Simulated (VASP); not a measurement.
# In3Se (Pm-3m) in VASP: notebook

Runs on In3Se. Level: PBEsol+D3(BJ). Tasks: single point, relaxation of cell and atoms.

Everything below comes from runs of VASP 6.6.1. Logs are shortened: lines on timing, memory, paths and dates and some standing lists are left out, and cuts for length are marked.

## (1) The cell of the first run

The structure is cubic, space group Pm-3m (No. 221). The conventional cell has a = 4.588 Å, b = 4.588 Å, c = 4.588 Å, α = 90.00°, β = 90.00°, γ = 90.00°. Within 4.3 Å of In (site symmetry 4/mmm) lie 8 In at 3.24 Å and 4 Se at 3.24 Å. Se (site symmetry m-3m) has 12 In at 3.24 Å within 4.3 Å.

## (2) Single point, PBEsol+D3(BJ)

The input, INCAR:

```
SYSTEM = In3Se
ALGO = Normal
EDIFF = 1E-6
ENCUT = 520
GGA = PS
ISIF = 2
ISMEAR = 0
IVDW = 12
LASPH = .True.
LCHARG = .False.
LREAL = .False.
LWAVE = .False.
NBANDS = 30
NELM = 100
PREC = Accurate
SIGMA = 0.15
```

The input, KPOINTS:

```
k-points
0
Gamma
  12 12 12
  0 0 0
```

The input, POSCAR:

```
In3Se
1.0
    4.5878535042      0.0000000000      0.0000000000
    0.0000000000      4.5878535042      0.0000000000
    0.0000000000      0.0000000000      4.5878535042
In Se
3 1
Direct
    0.0000000000      0.5000000000      0.5000000000
    0.5000000000      0.0000000000      0.5000000000
    0.5000000000      0.5000000000      0.0000000000
    0.0000000000      0.0000000000      0.0000000000
```

Potentials or basis: VASP PAW PBE potentials, release 64 (In_d, Se).

The run is started by

```sh
cat potpaw_PBE.64/In_d/POTCAR potpaw_PBE.64/Se/POTCAR > POTCAR
mpirun -np 1 vasp_std > vasp.out
```

OUTCAR:

```text
SYSTEM = In3Se
   EDIFF = 1E-6
   ENCUT = 520
   GGA = PS
   ISIF = 2
   ISMEAR = 0
   IVDW = 12
   LASPH = .True.
   LREAL = .False.
   NELM = 100
   PREC = Accurate
 IVDW          = 12

 ion  position               nearest neighbor table
   1  0.000  0.500  0.500-   2 3.24   3 3.24   4 3.24   3 3.24   4 3.24   2 3.24   4 3.24   4 3.24
                             2 3.24   3 3.24   3 3.24   2 3.24
   2  0.500  0.000  0.500-   1 3.24   3 3.24   4 3.24   3 3.24   4 3.24   1 3.24   3 3.24   3 3.24
                             1 3.24   4 3.24   4 3.24   1 3.24
   3  0.500  0.500  0.000-   1 3.24   2 3.24   4 3.24   1 3.24   2 3.24   2 3.24   4 3.24   2 3.24
                             1 3.24   4 3.24   1 3.24   4 3.24
   4  0.000  0.000  0.000-   1 3.24   2 3.24   3 3.24   1 3.24   2 3.24   1 3.24   3 3.24   1 3.24
                             2 3.24   3 3.24   2 3.24   3 3.24

  LATTYP: Found a simple cubic cell.
 ALAT       =     4.5878535042

  Lattice vectors:

 A1 = (   4.5878535042,   0.0000000000,   0.0000000000)
 A2 = (   0.0000000000,   4.5878535042,   0.0000000000)
 A3 = (   0.0000000000,   0.0000000000,   4.5878535042)

Analysis of symmetry for initial positions (statically):
=====================================================================
 Subroutine PRICEL returns:
 Original cell was already a primitive cell.

 Routine SETGRP: Setting up the symmetry group for a
 simple cubic supercell.

 Subroutine GETGRP returns: Found 48 space group operations
 (whereof 48 operations were pure point group operations)
 out of a pool of 48 trial point group operations.

The static configuration has the point symmetry O_h .

Analysis of symmetry for dynamics (positions and initial velocities):
=====================================================================
 Subroutine PRICEL returns:
 Original cell was already a primitive cell.

 Routine SETGRP: Setting up the symmetry group for a
 simple cubic supercell.

 Subroutine GETGRP returns: Found 48 space group operations
 (whereof 48 operations were pure point group operations)
 out of a pool of 48 trial point group operations.

The dynamic configuration has the point symmetry O_h .

 Subroutine INISYM returns: Found 48 space group operations
 (whereof 48 operations are pure point group operations),
 and found     1 'primitive' translations

----------------------------------------------------------------------------------------

                                     Primitive cell

  volume of cell :      96.5670

  direct lattice vectors                    reciprocal lattice vectors
     4.587853504  0.000000000  0.000000000     0.217966855  0.000000000  0.000000000
     0.000000000  4.587853504  0.000000000     0.000000000  0.217966855  0.000000000
     0.000000000  0.000000000  4.587853504     0.000000000  0.000000000  0.217966855

  length of vectors
     4.587853504  4.587853504  4.587853504     0.217966855  0.217966855  0.217966855

  position of ions in fractional coordinates (direct lattice)
     0.000000000  0.500000000  0.500000000
     0.500000000  0.000000000  0.500000000
     0.500000000  0.500000000  0.000000000
     0.000000000  0.000000000  0.000000000

  ion indices of the primitive-cell ions
   primitive index   ion index
                 1           1
                 2           2
                 3           3
                 4           4

----------------------------------------------------------------------------------------

 KPOINTS: k-points

Automatic generation of k-mesh.
 Grid dimensions read from file:
 generate k-points for:   12   12   12

 Generating k-lattice:

  Cartesian coordinates                     Fractional coordinates (reciprocal lattice)
     0.018163905  0.000000000  0.000000000     0.083333333  0.000000000  0.000000000
     0.000000000  0.018163905  0.000000000     0.000000000  0.083333333  0.000000000
     0.000000000  0.000000000  0.018163905     0.000000000  0.000000000  0.083333333

  Length of vectors
     0.018163905  0.018163905  0.018163905

  Shift w.r.t. Gamma in fractional coordinates (k-lattice)
     0.000000000  0.000000000  0.000000000

 Subroutine IBZKPT returns following result:
 ===========================================

 Found     84 irreducible k-points:

 Following reciprocal coordinates:
            Coordinates               Weight
  0.000000  0.000000  0.000000      1.000000
  0.083333  0.000000  0.000000      6.000000
  0.166667  0.000000  0.000000      6.000000
  0.250000  0.000000  0.000000      6.000000
  0.333333  0.000000  0.000000      6.000000
  0.416667  0.000000  0.000000      6.000000
[... 16 lines left out ...]
  0.333333  0.333333  0.000000     12.000000
  0.416667  0.333333  0.000000     24.000000
 [... further k-points ...]
   k-points           NKPTS =     84   k-points in BZ     NKDIM =     84   number of bands    NBANDS=     30
   number of dos      NEDOS =    301   number of ions     NIONS =      4
   total plane-waves  NPLWV =  46656
   dimension x,y,z NGX =    36 NGY =   36 NGZ =   36
   dimension x,y,z NGXF=    72 NGYF=   72 NGZF=   72
   ions per type =               3   1
   NGX,Y,Z   is equivalent  to a cutoff of  13.04, 13.04, 13.04 a.u.
   NGXF,Y,Z  is equivalent  to a cutoff of  26.09, 26.09, 26.09 a.u.
 SYSTEM =  In3Se
   PREC   = accura    normal or accurate (medium, high low for compatibility)
   ISTART =      0    job   : 0-new  1-cont  2-samecut
   ICHARG =      2    charge: 1-file 2-atom 10-const
   ISPIN  =      1    spin polarized calculation?
   LNONCOLLINEAR =      F non collinear calculations
   LSORBIT =      F    spin-orbit coupling
   LASPH  =      T    aspherical Exc in radial PAW
   ENCUT  =  520.0 eV  38.22 Ry    6.18 a.u.   8.53  8.53  8.53*2*pi/ulx,y,z
   NELM   =    100;   NELMIN=  2; NELMDL= -5     # of ELM steps
   EDIFF  = 0.1E-05   stopping-criterion for ELM
   LREAL  =      F    real-space projection
   EDIFFG = 0.1E-04   stopping-criterion for IOM
   NSW    =      0    number of steps for IOM
   IBRION =     -1    ionic relax: 0-MD 1-quasi-New 2-CG
   NFREE  =      0    steps in history (QN), initial steepest desc. (CG)
   ISIF   =      2    stress and relaxation
   ISYM   =      2    0-nonsym 1-usesym 2-fastsym
   POTIM  = 0.5000    time-step for ionic-motion
   TEBEG  =    0.0;   TEEND  =   0.0 temperature during run
   PSTRESS=    0.0 pullay stress
   NELECT =      45.0000    total number of electrons
   NUPDOWN=      -1.0000    fix difference up-down
   EMIN   =  10.00;   EMAX   =-10.00  energy-range for DOS
   EFERMI =   0.00;   METHOD = LEGACY
   ISMEAR =     0;   SIGMA  =   0.15  broadening in eV -4-tet -1-fermi 0-gaus
   EFERMI_NEDOS =   21; number of points for ismear=-14 and -15
   IALGO  =     38    algorithm
   IMIX   =      4    mixing-type and parameters
     AMIX     =   0.40;   BMIX     =  1.00
     AMIX_MAG =   1.60;   BMIX_MAG =  1.00
  volume/ion in A,a.u.               =      24.14       162.92
  Fermi-wavevector in a.u.,A,eV,Ry     =   1.269218  2.398474 21.917810  1.610914
  Thomas-Fermi vector in A             =   2.402271
   LORBIT       =      0    0 simple, 1 ext, 2 COOP (PROOUT), +10 PAW based schemes
   GGA     = PS    functional components
   LHFCALC =     F    Hartree Fock is set to
   AEXX    =    0.0000 exact exchange contribution
   IVDW    =    12    specifies the selected vdW correction
   LEPSILON=     F    determine dielectric tensor
   LRPA    =     F    only Hartree local field effects (RPA)
 non-spin polarized calculation
 Gauss-broadening in eV      SIGMA  =   0.15
  energy-cutoff  :      520.00
  volume of cell :       96.57
 maximum number of plane-waves:      2629
 NGX is ok and might be reduce to    36
   NGX = 17   NGY = 17   NGZ = 17

 number of electron      44.9999975 magnetization

 Free energy of the ion-electron system (eV)
  ---------------------------------------------------
  ext. energy  EPLUGINS =         0.00000000
  ---------------------------------------------------
  free energy    TOTEN  =       -13.20982857 eV

  energy without entropy =      -13.19320138  energy(sigma->0) =      -13.20151498

 E-fermi :   7.2789     XC(G=0): -10.5489

 val. band max:        7.2750372788   @ k =   0.3333   0.2500   0.0833
 cond. band min:       7.3012327433   @ k =   0.4167   0.3333   0.0833
 fundamental gap:      0.0261954645
 Fermi energy:         7.2788937670

 k-point     1 :       0.0000    0.0000    0.0000
  band No.  band energies     occupation
      1      -7.5974      2.00000
      2      -7.5403      2.00000
      3      -7.5403      2.00000
      4      -7.5403      2.00000
      5      -7.3764      2.00000
      6      -7.3764      2.00000
[... 22 lines left out ...]
     29      12.9543      0.00000
     30      14.4086      0.00000

 k-point     2 :       0.0833    0.0000    0.0000
  band No.  band energies     occupation
      1      -7.5875      2.00000
      2      -7.5385      2.00000
      3      -7.5316      2.00000
      4      -7.5316      2.00000
      5      -7.3751      2.00000
      6      -7.3701      2.00000
[... 22 lines left out ...]
     29      13.1668      0.00000
     30      14.4376      0.00000

 k-point     3 :       0.1667    0.0000    0.0000
  band No.  band energies     occupation
      1      -7.5586      2.00000
      2      -7.5335      2.00000
      3      -7.5057      2.00000
      4      -7.5057      2.00000
      5      -7.3714      2.00000
      6      -7.3519      2.00000
[... 22 lines left out ...]
     29      13.6736      0.00000
     30      14.5229      0.00000

 k-point     4 :       0.2500    0.0000    0.0000
  band No.  band energies     occupation
      1      -7.5264      2.00000
      2      -7.5143      2.00000
      3      -7.4642      2.00000
      4      -7.4642      2.00000
      5      -7.3659      2.00000
      6      -7.3240      2.00000
[... 22 lines left out ...]
     29      14.2329      0.00000
     30      14.6594      0.00000

 k-point     5 :       0.3333    0.0000    0.0000
  band No.  band energies     occupation
      1      -7.5190      2.00000
      2      -7.4609      2.00000
      3      -7.4099      2.00000
      4      -7.4099      2.00000
      5      -7.3587      2.00000
      6      -7.2905      2.00000
[... 22 lines left out ...]
     29      14.1032      0.00000
     30      14.3986      0.00000
[... 526 lines left out ...]
     29      11.8264      0.00000
     30      12.8227      0.00000

 k-point    22 :       0.5000    0.2500    0.0000
  band No.  band energies     occupation
      1      -7.4438      2.00000
      2      -7.3814      2.00000
      3      -7.3707      2.00000
      4      -7.3126      2.00000
      5      -7.2964      2.00000
      6      -7.2779      2.00000
[... 22 lines left out ...]
     29      11.5740      0.00000
     30      13.9298      0.00000

 k-point    23 :       0.3333    0.3333    0.0000
  band No.  band energies     occupation
      1      -7.4346      2.00000
      2      -7.4262      2.00000
      3      -7.3539      2.00000
      4      -7.3366      2.00000
      5      -7.3298      2.00000
      6      -7.2842      2.00000
[... 22 lines left out ...]
     29      11.9370      0.00000
     30      12.4255      0.00000

 k-point    24 :       0.4167    0.3333    0.0000
  band No.  band energies     occupation
      1      -7.4129      2.00000
      2      -7.4055      2.00000
      3      -7.3553      2.00000
      4      -7.3181      2.00000
      5      -7.3069      2.00000
      6      -7.2860      2.00000
[... 22 lines left out ...]
     29      12.0361      0.00000
     30      13.3823      0.00000

 [... further k-points ...]

------------------------ aborting loop because EDIFF is reached ----------------------------------------

 Edisp (eV)   -1.47992

 E8    (eV) :    -1.0419

  FORCE on cell =-STRESS in cart. coord.  units (eV):
  Direction    XX          YY          ZZ          XY          YZ          ZX
  --------------------------------------------------------------------------------------
  -------------------------------------------------------------------------------------
  Total       0.00511     0.00511     0.00511    -0.00000    -0.00000     0.00000
  in kB       0.08477     0.08477     0.08477    -0.00000    -0.00000     0.00000
  external pressure =        0.08 kB  Pullay stress =        0.00 kB

 VOLUME and BASIS-vectors are now :
 -----------------------------------------------------------------------------
  energy-cutoff  :      520.00
  volume of cell :       96.57
      direct lattice vectors                 reciprocal lattice vectors
     4.587853504  0.000000000  0.000000000     0.217966855  0.000000000  0.000000000
     0.000000000  4.587853504  0.000000000     0.000000000  0.217966855  0.000000000
     0.000000000  0.000000000  4.587853504     0.000000000  0.000000000  0.217966855

 POSITION                                       TOTAL-FORCE (eV/Angst)
 -----------------------------------------------------------------------------------
      0.00000      2.29393      2.29393         0.000000      0.000000      0.000000
      2.29393      0.00000      2.29393         0.000000      0.000000      0.000000
      2.29393      2.29393      0.00000         0.000000      0.000000      0.000000
      0.00000      0.00000      0.00000         0.000000      0.000000      0.000000
 -----------------------------------------------------------------------------------
    total drift:                                0.000000      0.000000      0.000000

  FREE ENERGIE OF THE ION-ELECTRON SYSTEM (eV)
  ---------------------------------------------------
  free  energy   TOTEN  =       -14.6897457648 eV

  energy  without entropy=      -14.6731185807  energy(sigma->0) =      -14.68143217
```

Run time: 2.5 min. Hardware: 1 thread of Intel Xeon Platinum 8259CL at 2.50GHz (Skylake/Cascade Lake), shared host; peak memory 0.35 GiB.

Results:

```
Free energy                : -14.6897 eV
Pressure                   : 0.0 GPa
Band gap on the k mesh     : zero (an odd number of electrons rules out a gap without spin polarisation)
Dispersion energy per atom : -0.370 eV
```

Levels at points of the mesh, in eV from the Fermi level:
| k point | band 20 | band 21 | band 22 | band 23 | band 24 | band 25 | band 26 | band 27 |
| --- | --- | --- | --- | --- | --- | --- | --- | --- |
| (0.00, 0.00, 0.00) | -3.85 | -1.99 | -1.99 | 1.24 | 1.24 | 1.24 | 4.52 | 4.52 |
| (0.50, 0.00, 0.00) | -2.86 | -1.20 | -1.13 | -0.29 | -0.29 | 1.18 | 4.19 | 4.19 |
| (0.50, 0.50, 0.00) | -2.25 | -1.06 | -0.49 | -0.49 | 1.73 | 1.73 | 1.74 | 2.04 |
| (0.50, 0.50, 0.50) | -4.43 | -4.43 | -4.43 | -3.72 | 3.48 | 3.48 | 3.48 | 8.85 |

Caveat: the PAW data sets were made with another functional, which shifts forces and pressure a little; spin-orbit coupling is left out, which moves the levels of the heavy elements.

[end of part 1 of 2]
